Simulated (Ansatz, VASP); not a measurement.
SnO2 in VASP and in Ansatz

```
CELL_PARAMETERS angstrom
4.76482 0.00000 0.00000
0.00000 4.76482 0.00000
0.00000 0.00000 3.20750
ATOMIC_POSITIONS crystal
Sn 0.50000 0.50000 0.50000
Sn 0.00000 0.00000 0.00000
O 0.19403 0.80597 0.50000
O 0.80597 0.19403 0.50000
O 0.30597 0.30597 0.00000
O 0.69403 0.69403 0.00000
```

Alike in both runs: task relaxation of cell and atoms; functional PBE; k mesh 6 × 6 × 8; occupations gaussian, width 0.02 eV; no spin polarisation.

```csv
,VASP,Ansatz
version,VASP 6.6.1,Ansatz 0.2.0
potentials or method,"VASP PAW PBE potentials, release 64 (Sn_d, O), cutoff 600 eV","scalar-relativistic, plane waves, PAW"
valence electrons in the cell,52,52
```

|  | VASP | Ansatz | Ansatz less VASP |
| --- | --- | --- | --- |
| gap on the k mesh at the Fermi level, each at its own relaxed structure (eV) | 0.64 | 0.68 | +0.041 |
| relaxed volume (Å³/atom) | 12.61 | 12.58 | -0.032 |
| relaxed length of the cell vector where the two differ most in proportion (Å) | 3.242 | 3.238 | -0.0038 |
